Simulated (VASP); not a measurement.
# MgB2 (P6/mmm) in VASP: a series of runs

The runs below take MgB2 through single point, with PBE.

All numbers are computed with VASP 6.6.1; they aren't measurements. Logs are shortened: lines on timing, memory, paths and dates and some standing lists are left out, and cuts for length are marked.

## 1. The cell of the first run

Symmetry: P6/mmm, No. 191, hexagonal system. The conventional cell has a = 3.085 Å, b = 3.085 Å, c = 3.523 Å, α = 90.00°, β = 90.00°, γ = 120.00°. Within 3.3 Å of Mg (site symmetry 6/mmm) lie 12 B at 2.51 Å and 6 Mg at 3.08 to 3.09 Å. Within 2.4 Å of B (site symmetry -6m2) lie 3 B at 1.78 Å.

## 2. Single point, PBE

Input file INCAR:

```
PREC = Accurate ; ENCUT = 520
EDIFF = 1E-6 ; ISMEAR = 0
SIGMA = 0.014 ; LREAL = False
LASPH = True ; NELM = 80
ALGO = Normal ; ISIF = 2
LWAVE = False ; LCHARG = False
GGA = PE ; NBANDS = 11
```

Input file KPOINTS:

```
regular mesh
0
Gamma
  10 10 8
```

Input file POSCAR:

```
MgB2
1.0
    3.0850000000      0.0000000000      0.0000000000
   -1.5425000000      2.6716883707      0.0000000000
    0.0000000000      0.0000000000      3.5230000000
Mg B
1 2
Direct
    0.0000000000      0.0000000000      0.0000000000
    0.6666666667      0.3333333333      0.5000000000
    0.3333333333      0.6666666667      0.5000000000
```

Potentials or basis: VASP PAW PBE potentials, release 64 (Mg, B).

On the command line:

```console
cat potpaw_PBE.64/Mg/POTCAR potpaw_PBE.64/B/POTCAR > POTCAR
mpirun -np 1 vasp_std > vasp.out
```

OUTCAR:

```text
PREC = Accurate
   ENCUT = 520
   EDIFF = 1E-6
   ISMEAR = 0
   LREAL = False
   LASPH = True
   NELM = 80
   ISIF = 2
   GGA = PE

 ion  position               nearest neighbor table
   1  0.000  0.000  0.000-   2 2.51   3 2.51   2 2.51   3 2.51   2 2.51   2 2.51   3 2.51   3 2.51
                             2 2.51   2 2.51   3 2.51   3 2.51
   2  0.667  0.333  0.500-   3 1.78   3 1.78   3 1.78   1 2.51   1 2.51   1 2.51   1 2.51   1 2.51
                             1 2.51
   3  0.333  0.667  0.500-   2 1.78   2 1.78   2 1.78   1 2.51   1 2.51   1 2.51   1 2.51   1 2.51
                             1 2.51

  LATTYP: Found a hexagonal cell.
 ALAT       =     3.0850000000
 C/A-ratio  =     1.1419773096

  Lattice vectors:

 A1 = (   3.0850000000,   0.0000000000,   0.0000000000)
 A2 = (  -1.5425000000,   2.6716883707,   0.0000000000)
 A3 = (   0.0000000000,   0.0000000000,   3.5230000000)

Analysis of symmetry for initial positions (statically):
=====================================================================
 Subroutine PRICEL returns:
 Original cell was already a primitive cell.

 Routine SETGRP: Setting up the symmetry group for a
 hexagonal supercell.

 Subroutine GETGRP returns: Found 24 space group operations
 (whereof 24 operations were pure point group operations)
 out of a pool of 24 trial point group operations.

The static configuration has the point symmetry D_6h.

Analysis of symmetry for dynamics (positions and initial velocities):
=====================================================================
 Subroutine PRICEL returns:
 Original cell was already a primitive cell.

 Routine SETGRP: Setting up the symmetry group for a
 hexagonal supercell.

 Subroutine GETGRP returns: Found 24 space group operations
 (whereof 24 operations were pure point group operations)
 out of a pool of 24 trial point group operations.

The dynamic configuration has the point symmetry D_6h.

 Subroutine INISYM returns: Found 24 space group operations
 (whereof 24 operations are pure point group operations),
 and found     1 'primitive' translations

----------------------------------------------------------------------------------------

                                     Primitive cell

  volume of cell :      29.0371

  direct lattice vectors                    reciprocal lattice vectors
     3.085000000  0.000000000  0.000000000     0.324149109  0.187147575  0.000000000
    -1.542500000  2.671688371  0.000000000     0.000000000  0.374295150  0.000000000
     0.000000000  0.000000000  3.523000000     0.000000000  0.000000000  0.283848992

  length of vectors
     3.085000000  3.085000000  3.523000000     0.374295150  0.374295150  0.283848992

  position of ions in fractional coordinates (direct lattice)
     0.000000000  0.000000000  0.000000000
     0.666666667  0.333333333  0.500000000
     0.333333333  0.666666667  0.500000000

  ion indices of the primitive-cell ions
   primitive index   ion index
                 1           1
                 2           2
                 3           3

----------------------------------------------------------------------------------------

 KPOINTS: regular mesh

Automatic generation of k-mesh.
 Grid dimensions read from file:
 generate k-points for:   10   10    8

 Generating k-lattice:

  Cartesian coordinates                     Fractional coordinates (reciprocal lattice)
     0.032414911  0.018714758  0.000000000     0.100000000  0.000000000  0.000000000
     0.000000000  0.037429515  0.000000000     0.000000000  0.100000000  0.000000000
     0.000000000  0.000000000  0.035481124     0.000000000  0.000000000  0.125000000

  Length of vectors
     0.037429515  0.037429515  0.035481124

  Shift w.r.t. Gamma in fractional coordinates (k-lattice)
     0.000000000  0.000000000  0.000000000

 Subroutine IBZKPT returns following result:
 ===========================================

 Found     70 irreducible k-points:

 Following reciprocal coordinates:
            Coordinates               Weight
  0.000000  0.000000  0.000000      1.000000
  0.100000  0.000000  0.000000      6.000000
  0.200000  0.000000  0.000000      6.000000
  0.300000  0.000000  0.000000      6.000000
  0.400000  0.000000  0.000000      6.000000
  0.500000  0.000000  0.000000      3.000000
[... 16 lines left out ...]
  0.300000  0.100000  0.125000     24.000000
  0.400000  0.100000  0.125000     24.000000
 [... further k-points ...]
   k-points           NKPTS =     70   k-points in BZ     NKDIM =     70   number of bands    NBANDS=     11
   number of dos      NEDOS =    301   number of ions     NIONS =      3
   total plane-waves  NPLWV =  16128
   dimension x,y,z NGX =    24 NGY =   24 NGZ =   28
   dimension x,y,z NGXF=    48 NGYF=   48 NGZF=   56
   ions per type =               1   2
   NGX,Y,Z   is equivalent  to a cutoff of  12.93, 12.93, 13.21 a.u.
   NGXF,Y,Z  is equivalent  to a cutoff of  25.87, 25.87, 26.43 a.u.
 SYSTEM =  unknown system
   PREC   = accura    normal or accurate (medium, high low for compatibility)
   ISTART =      0    job   : 0-new  1-cont  2-samecut
   ICHARG =      2    charge: 1-file 2-atom 10-const
   ISPIN  =      1    spin polarized calculation?
   LNONCOLLINEAR =      F non collinear calculations
   LSORBIT =      F    spin-orbit coupling
   LASPH  =      T    aspherical Exc in radial PAW
   ENCUT  =  520.0 eV  38.22 Ry    6.18 a.u.   5.74  5.74  6.55*2*pi/ulx,y,z
   NELM   =     80;   NELMIN=  2; NELMDL= -5     # of ELM steps
   EDIFF  = 0.1E-05   stopping-criterion for ELM
   LREAL  =      F    real-space projection
   EDIFFG = 0.1E-04   stopping-criterion for IOM
   NSW    =      0    number of steps for IOM
   IBRION =     -1    ionic relax: 0-MD 1-quasi-New 2-CG
   NFREE  =      0    steps in history (QN), initial steepest desc. (CG)
   ISIF   =      2    stress and relaxation
   ISYM   =      2    0-nonsym 1-usesym 2-fastsym
   POTIM  = 0.5000    time-step for ionic-motion
   TEBEG  =    0.0;   TEEND  =   0.0 temperature during run
   PSTRESS=    0.0 pullay stress
   NELECT =       8.0000    total number of electrons
   NUPDOWN=      -1.0000    fix difference up-down
   EMIN   =  10.00;   EMAX   =-10.00  energy-range for DOS
   EFERMI =   0.00;   METHOD = LEGACY
   ISMEAR =     0;   SIGMA  =   0.01  broadening in eV -4-tet -1-fermi 0-gaus
   EFERMI_NEDOS =   21; number of points for ismear=-14 and -15
   IALGO  =     38    algorithm
   IMIX   =      4    mixing-type and parameters
     AMIX     =   0.40;   BMIX     =  1.00
     AMIX_MAG =   1.60;   BMIX_MAG =  1.00
  volume/ion in A,a.u.               =       9.68        65.32
  Fermi-wavevector in a.u.,A,eV,Ry     =   1.065255  2.013040 15.439462  1.134768
  Thomas-Fermi vector in A             =   2.200801
   LORBIT       =      0    0 simple, 1 ext, 2 COOP (PROOUT), +10 PAW based schemes
   GGA     = PE    functional components
   LHFCALC =     F    Hartree Fock is set to
   AEXX    =    0.0000 exact exchange contribution
   IVDW    =     0    specifies the selected vdW correction
   LEPSILON=     F    determine dielectric tensor
   LRPA    =     F    only Hartree local field effects (RPA)
 non-spin polarized calculation
 Gauss-broadening in eV      SIGMA  =   0.01
  energy-cutoff  :      520.00
  volume of cell :       29.04
 maximum number of plane-waves:       806
 NGX is ok and might be reduce to    24
   NGX = 11   NGY = 11   NGZ = 13

 number of electron       8.0000000 magnetization

 Free energy of the ion-electron system (eV)
  ---------------------------------------------------
  ext. energy  EPLUGINS =         0.00000000
  ---------------------------------------------------
  free energy    TOTEN  =       -15.32042157 eV

  energy without entropy =      -15.32031481  energy(sigma->0) =      -15.32036819

 E-fermi :   5.3040     XC(G=0): -10.9098

 val. band max:        5.2957797182   @ k =   0.1000   0.0000   0.1250
 cond. band min:       5.3219380783   @ k =   0.3000   0.2000   0.0000
 fundamental gap:      0.0261583601
 Fermi energy:         5.3040414382

 k-point     1 :       0.0000    0.0000    0.0000
  band No.  band energies     occupation
      1      -7.1421      2.00000
      2       2.3334      2.00000
      3       5.6404      0.00000
      4       5.6404      0.00000
      5       6.9120      0.00000
      6      11.5754      0.00000
      7      11.5754      0.00000
      8      13.3407      0.00000
      9      15.2015      0.00000
     10      17.9240      0.00000
     11      21.3945      0.00000

 k-point     2 :       0.1000    0.0000    0.0000
  band No.  band energies     occupation
      1      -6.9686      2.00000
      2       2.5026      2.00000
      3       4.7847      2.00000
      4       5.2466      2.00000
      5       7.0689      0.00000
      6      11.4290      0.00000
      7      12.3190      0.00000
      8      13.7337      0.00000
      9      14.5933      0.00000
     10      18.7746      0.00000
     11      20.6067      0.00000

 k-point     3 :       0.2000    0.0000    0.0000
  band No.  band energies     occupation
      1      -6.4510      2.00000
      2       2.9270      2.00000
      3       3.0047      2.00000
      4       4.4617      2.00000
      5       7.5433      0.00000
      6      10.8869      0.00000
      7      13.0422      0.00000
      8      14.1294      0.00000
      9      14.4720      0.00000
     10      19.5363      0.00000
     11      19.8369      0.00000

 k-point     4 :       0.3000    0.0000    0.0000
  band No.  band energies     occupation
      1      -5.5986      2.00000
      2       0.8570      2.00000
      3       3.7421      2.00000
      4       3.8138      2.00000
      5       8.2634      0.00000
      6      10.3618      0.00000
      7      11.1030      0.00000
      8      14.2360      0.00000
      9      16.4388      0.00000
     10      18.6716      0.00000
     11      19.7263      0.00000

 k-point     5 :       0.4000    0.0000    0.0000
  band No.  band energies     occupation
      1      -4.4338      2.00000
      2      -1.1043      2.00000
      3       3.2703      2.00000
      4       4.8262      2.00000
      5       8.9486      0.00000
      6       9.2853      0.00000
      7      10.2533      0.00000
      8      13.1208      0.00000
      9      18.0344      0.00000
     10      18.5024      0.00000
     11      19.5837      0.00000
[... 211 lines left out ...]
 k-point    21 :       0.1000    0.1000    0.1250
  band No.  band energies     occupation
      1      -6.4931      2.00000
      2       1.8846      2.00000
      3       3.7242      2.00000
      4       4.4588      2.00000
      5       8.6545      0.00000
      6      11.7819      0.00000
      7      12.2665      0.00000
      8      13.2197      0.00000
      9      15.2943      0.00000
     10      18.0054      0.00000
     11      19.5517      0.00000

 k-point    22 :       0.2000    0.1000    0.1250
  band No.  band energies     occupation
      1      -5.8123      2.00000
      2       1.9700      2.00000
      3       2.5672      2.00000
      4       3.4748      2.00000
      5       9.2619      0.00000
      6      10.8421      0.00000
      7      11.7086      0.00000
      8      13.9830      0.00000
      9      16.2502      0.00000
     10      16.5919      0.00000
     11      19.6431      0.00000

 k-point    23 :       0.3000    0.1000    0.1250
  band No.  band energies     occupation
      1      -4.8085      2.00000
      2       0.0245      2.00000
      3       2.7882      2.00000
      4       3.5542      2.00000
      5       8.9724      0.00000
      6      10.1416      0.00000
      7      11.2917      0.00000
      8      14.3629      0.00000
      9      15.8185      0.00000
     10      17.2263      0.00000
     11      19.4864      0.00000

 k-point    24 :       0.4000    0.1000    0.1250
  band No.  band energies     occupation
      1      -3.5316      2.00000
      2      -1.7698      2.00000
      3       2.4571      2.00000
      4       4.5991      2.00000
      5       7.4753      0.00000
      6      10.4699      0.00000
      7      11.5889      0.00000
      8      13.5017      0.00000
      9      15.4139      0.00000
     10      18.6603      0.00000
     11      19.6047      0.00000

 [... further k-points ...]
[... 5 lines left out ...]
  --------------------------------------------------------------------------------------
  -------------------------------------------------------------------------------------
  Total       -0.1334070     -0.1334070     -0.3400823      0.0000000     -0.0000000      0.0000000
  in kB       -7.3609794     -7.3609794    -18.7646712      0.0000000     -0.0000000      0.0000000
  external PRESSURE =     -11.1622100 kB  Pullay stress =       0.0000000 kB

 VOLUME and BASIS-vectors are now :
 -----------------------------------------------------------------------------
  energy-cutoff  :      520.00
  volume of cell :       29.04
      direct lattice vectors                 reciprocal lattice vectors
     3.085000000  0.000000000  0.000000000     0.324149109  0.187147575  0.000000000
    -1.542500000  2.671688371  0.000000000     0.000000000  0.374295150  0.000000000
     0.000000000  0.000000000  3.523000000     0.000000000  0.000000000  0.283848992

 POSITION                                       TOTAL-FORCE (eV/Angst)
 -----------------------------------------------------------------------------------
      0.00000      0.00000      0.00000         0.000000      0.000000      0.000000
      1.54250      0.89056      1.76150        -0.000000      0.000000     -0.000000
     -0.00000      1.78113      1.76150         0.000000      0.000000      0.000000
 -----------------------------------------------------------------------------------
    total drift:                                0.000000     -0.000000      0.000000

  FREE ENERGIE OF THE ION-ELECTRON SYSTEM (eV)
  ---------------------------------------------------
  free  energy   TOTEN  =       -15.3204215650 eV

  energy  without entropy=      -15.3203148090  energy(sigma->0) =      -15.32036819
```

Wall time 14 s (1 thread of AMD EPYC 9R45 (Zen 5), shared host); peak memory 0.13 GiB.

What came out:

| Property | Result |
| --- | --- |
| Free energy | -15.3204 eV |
| Pressure | -1.1 GPa |
| Band gap on the k mesh | zero (band 4 reaches 6.39 eV, above the bottom of band 5 at 3.93 eV) |

(Part 1 of 2 ends here.)
